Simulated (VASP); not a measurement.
# InSe (P1) in VASP: single point with PBEsol

Aim: the single point of InSe with PBEsol.

Everything below comes from runs of VASP 6.6.1. Logs are shortened: lines on timing, memory, paths and dates and some standing lists are left out, and cuts for length are marked.

## (1) The cell of the first run

The typed cell holds 4 atoms: a = 6.325 Å, b = 5.875 Å, c = 4.657 Å, α = 112.88°, β = 110.72°, γ = 39.05°.

## (2) Single point, PBEsol (atoms moved at random and the cell strained at random)

INCAR

```
SYSTEM = InSe
ALGO     = Normal         ! electronic algorithm
EDIFF    = 1E-6           ! SCF threshold, eV
ENCUT    = 520            ! plane-wave cutoff, eV
GGA      = PS             ! functional
ISIF     = 2              ! what is computed and relaxed
ISMEAR   = 0              ! smearing method
LASPH    = .True.         ! aspherical terms in the spheres
LCHARG   = .False.        ! write CHGCAR
LREAL    = .False.        ! projectors in reciprocal space
LWAVE    = .False.        ! write WAVECAR
NBANDS   = 27             ! bands
NELM     = 100            ! most SCF steps
PREC     = Accurate       ! precision mode
SIGMA    = 0.05           ! smearing width, eV
```

KPOINTS

```
k-points
0
Gamma
  8 8 6
  0 0 0
```

POSCAR

```
InSe
1.0
    5.8563087998     -2.3864673077     -0.1261597118
    5.6174452193      1.7039845274     -0.2426270927
   -1.6975795031     -0.0277711783      4.3361138955
In Se
2 2
Direct
    0.8198070361      0.9315617607      0.0309245608
    0.1228637828      0.0912866191      0.9244670771
    0.7019990265      0.6138939671      0.6588285511
    0.3553301545      0.3632576531      0.3857798109
```

Potentials or basis: VASP PAW PBE potentials, release 64 (In_d, Se).

Started as:

```bash
$ cat potpaw_PBE.64/In_d/POTCAR potpaw_PBE.64/Se/POTCAR > POTCAR
$ mpirun -np 1 vasp_std > vasp.out
```

OUTCAR:

```text
SYSTEM = InSe
   EDIFF = 1E-6
   ENCUT = 520
   GGA = PS
   ISIF = 2
   ISMEAR = 0
   LASPH = .True.
   LREAL = .False.
   NELM = 100
   PREC = Accurate

 ion  position               nearest neighbor table
   1  0.820  0.932  0.031-   3 2.40   4 2.53   4 2.85   2 2.94   2 3.52   2 3.60   2 4.00
   2  0.123  0.091  0.924-   3 2.44   3 2.71   4 2.84   1 2.94   4 3.35   1 3.52   1 3.60   1 4.00

   3  0.702  0.614  0.659-   1 2.40   2 2.44   2 2.71
   4  0.355  0.363  0.386-   1 2.53   2 2.84   1 2.85   2 3.35

  LATTYP: Found a triclinic cell.
 ALAT       =     8.9648057894
 B/A-ratio  =     0.7129199113
 C/A-ratio  =     0.6881719151
 COS(alpha) =     0.0024576646
 COS(beta)  =     0.3017023421
 COS(gamma) =     0.9111722207

  Lattice vectors:

 A1 = (  -4.3975928772,   6.5046903211,  -4.3264215646)
 A2 = (  -4.1587292967,   2.4142384860,  -4.2099541837)
 A3 = (  -1.9364430836,   4.0626806568,   4.2196465146)

Analysis of symmetry for initial positions (statically):
=====================================================================
 Subroutine PRICEL returns:
 Original cell was already a primitive cell.

 Routine SETGRP: Setting up the symmetry group for a
 triclinic supercell.

 Subroutine GETGRP returns: Found  1 space group operations
 (whereof  1 operations were pure point group operations)
 out of a pool of  2 trial point group operations.

The static configuration has the point symmetry C_1 .

Analysis of symmetry for dynamics (positions and initial velocities):
=====================================================================
 Subroutine PRICEL returns:
 Original cell was already a primitive cell.

 Routine SETGRP: Setting up the symmetry group for a
 triclinic supercell.

 Subroutine GETGRP returns: Found  1 space group operations
 (whereof  1 operations were pure point group operations)
 out of a pool of  2 trial point group operations.

The dynamic configuration has the point symmetry C_1 .

 Subroutine INISYM returns: Found  1 space group operations
 (whereof  1 operations are pure point group operations),
 and found     1 'primitive' translations

----------------------------------------------------------------------------------------

                                     Primitive cell

  volume of cell :     100.0320
[... 89 lines left out ...]
   LSORBIT =      F    spin-orbit coupling
   LASPH  =      T    aspherical Exc in radial PAW
   ENCUT  =  520.0 eV  38.22 Ry    6.18 a.u.  11.76 10.92  8.66*2*pi/ulx,y,z
   NELM   =    100;   NELMIN=  2; NELMDL= -5     # of ELM steps
   EDIFF  = 0.1E-05   stopping-criterion for ELM
   LREAL  =      F    real-space projection
   EDIFFG = 0.1E-04   stopping-criterion for IOM
   NSW    =      0    number of steps for IOM
   IBRION =     -1    ionic relax: 0-MD 1-quasi-New 2-CG
   NFREE  =      0    steps in history (QN), initial steepest desc. (CG)
   ISIF   =      2    stress and relaxation
   ISYM   =      2    0-nonsym 1-usesym 2-fastsym
   POTIM  = 0.5000    time-step for ionic-motion
   TEBEG  =    0.0;   TEEND  =   0.0 temperature during run
   PSTRESS=    0.0 pullay stress
   NELECT =      38.0000    total number of electrons
   NUPDOWN=      -1.0000    fix difference up-down
   EMIN   =  10.00;   EMAX   =-10.00  energy-range for DOS
   EFERMI =   0.00;   METHOD = LEGACY
   ISMEAR =     0;   SIGMA  =   0.05  broadening in eV -4-tet -1-fermi 0-gaus
   EFERMI_NEDOS =   21; number of points for ismear=-14 and -15
   IALGO  =     38    algorithm
   IMIX   =      4    mixing-type and parameters
     AMIX     =   0.40;   BMIX     =  1.00
     AMIX_MAG =   1.60;   BMIX_MAG =  1.00
  volume/ion in A,a.u.               =      25.01       168.76
  Fermi-wavevector in a.u.,A,eV,Ry     =   1.185650  2.240553 19.126598  1.405765
  Thomas-Fermi vector in A             =   2.321839
   LORBIT       =      0    0 simple, 1 ext, 2 COOP (PROOUT), +10 PAW based schemes
   GGA     = PS    functional components
   LHFCALC =     F    Hartree Fock is set to
   AEXX    =    0.0000 exact exchange contribution
   IVDW    =     0    specifies the selected vdW correction
   LEPSILON=     F    determine dielectric tensor
   LRPA    =     F    only Hartree local field effects (RPA)
 non-spin polarized calculation
 Gauss-broadening in eV      SIGMA  =   0.05
  energy-cutoff  :      520.00
  volume of cell :      100.03
 maximum number of plane-waves:      2722
   NGX = 23   NGY = 21   NGZ = 17

 number of electron      37.9999998 magnetization

 Free energy of the ion-electron system (eV)
  ---------------------------------------------------
  ext. energy  EPLUGINS =         0.00000000
  ---------------------------------------------------
  free energy    TOTEN  =       -14.77401151 eV

  energy without entropy =      -14.77401151  energy(sigma->0) =      -14.77401151

 E-fermi :   5.6809     XC(G=0):  -9.9284

 val. band max:        5.3950005825   @ k =  -0.3750  -0.3750   0.3333
 cond. band min:       6.0293048222   @ k =   0.0000  -0.0000   0.5000
 fundamental gap:      0.6343042397
 Fermi energy:         5.6808800817

 k-point     1 :       0.0000    0.0000    0.0000
  band No.  band energies     occupation
      1      -9.8278      2.00000
      2      -9.2229      2.00000
      3      -9.1392      2.00000
      4      -9.0803      2.00000
      5      -9.0505      2.00000
      6      -9.0087      2.00000
[... 709 lines left out ...]
     26      11.7861      0.00000
     27      12.9941      0.00000

 [... further k-points ...]

------------------------ aborting loop because EDIFF is reached ----------------------------------------

  FORCE on cell =-STRESS in cart. coord.  units (eV):
  Direction    XX          YY          ZZ          XY          YZ          ZX
  --------------------------------------------------------------------------------------
  -------------------------------------------------------------------------------------
  Total        3.8587823      3.6465076      4.2202867      2.1813653     -0.0574528      1.8629616
  in kB       61.8047702     58.4048402     67.5948601     34.9381670     -0.9202008     29.8384071
  external PRESSURE =      62.6014902 kB  Pullay stress =       0.0000000 kB

 VOLUME and BASIS-vectors are now :
 -----------------------------------------------------------------------------
  energy-cutoff  :      520.00
  volume of cell :      100.03
      direct lattice vectors                 reciprocal lattice vectors
     5.856308800 -2.386467308 -0.126159712     0.073795730 -0.239383483  0.027357713
     5.617445219  1.703984527 -0.242627093     0.103481884  0.251714063  0.042125075
    -1.697579503 -0.027771178  4.336113895     0.007937420  0.007119762  0.233774331

 POSITION                                       TOTAL-FORCE (eV/Angst)
 -----------------------------------------------------------------------------------
      9.98154     -0.36993     -0.19536         2.657176     -0.665380      0.978145
     -0.33703     -0.16333      3.97095        -1.307990     -1.191852      1.479494
      6.44122     -0.64753      2.61924        -0.574473      1.095049     -2.421380
      3.46661     -0.23971      1.53982        -0.774713      0.762183     -0.036260
 -----------------------------------------------------------------------------------
    total drift:                               -0.000101      0.000182      0.000075

  FREE ENERGIE OF THE ION-ELECTRON SYSTEM (eV)
  ---------------------------------------------------
  free  energy   TOTEN  =       -14.7740115119 eV

  energy  without entropy=      -14.7740115119  energy(sigma->0) =      -14.77401151
```

stdout:

```text
POSCAR found type information on POSCAR InSe
 POSCAR found :  2 types and       4 ions
 scaLAPACK will be used
 -----------------------------------------------------------------------------
|                                                                             |
|                                                                             |
|     You enforced a specific xc type in the INCAR file but a different       |
|     I HOPE YOU KNOW WHAT YOU ARE DOING!                                     |
|                                                                             |
 -----------------------------------------------------------------------------

 LDA part: xc-table for (Slater+PW92), standard interpolation
 POSCAR, INCAR and KPOINTS ok, starting setup
 FFT: planning ... GRIDC
 FFT: planning ... GRID_SOFT
 FFT: planning ... GRID
 WAVECAR not read
 entering main loop
```

Wall time 5.6 min (1 thread of AMD EPYC 9R45 (Zen 5), shared host); peak memory 0.57 GiB.

What came out:

- Free energy: -14.7740 eV
- Pressure: 6.3 GPa
- Largest force: 2.909 eV/Å
- Band gap on the k mesh: 0.63 eV (least direct gap 0.85 eV)

Forces on the atoms (eV/Å):
```
In   2.657 -0.665  0.978
In  -1.308 -1.192  1.479
Se  -0.574  1.095 -2.421
Se  -0.775  0.762 -0.036
```

Stress tensor (GPa, compression positive):
```
 6.18  3.49  2.98
 3.49  5.84 -0.09
 2.98 -0.09  6.76
```

Levels at points of the mesh, in eV from the valence-band top:
```csv
k point,band 16,band 17,band 18,band 19,band 20,band 21,band 22,band 23
"(0.00, 0.00, 0.00)",-3.03,-2.61,-2.15,-1.71,2.21,2.94,3.39,4.98
"(0.50, 0.00, 0.00)",-2.71,-2.14,-1.86,-1.02,1.59,1.74,2.91,3.10
"(0.00, 0.50, 0.00)",-2.43,-1.89,-1.52,-0.76,1.12,2.81,3.37,3.67
"(0.50, 0.50, 0.00)",-2.57,-1.54,-1.26,-0.47,1.33,2.04,3.16,4.28
"(0.00, 0.00, 0.50)",-2.32,-1.62,-1.41,-0.30,0.63,2.44,2.94,3.85
"(0.50, 0.00, 0.50)",-3.63,-2.44,-2.34,-1.86,2.05,2.65,4.26,4.65
"(0.00, 0.50, 0.50)",-3.86,-3.27,-2.77,-1.53,2.05,3.36,4.72,5.56
"(0.50, 0.50, 0.50)",-2.49,-1.72,-1.23,-0.32,1.60,2.41,3.13,4.23
```

Caveat: the cell differs from its parent crystal (atoms moved at random and the cell strained at random); the cell stands under pressure; semilocal functionals underestimate gaps, and a narrow one can read as zero; the PAW data sets were made with another functional, which shifts forces and pressure a little; spin-orbit coupling is left out, which moves the levels of the heavy elements. A k mesh can miss the band edges.
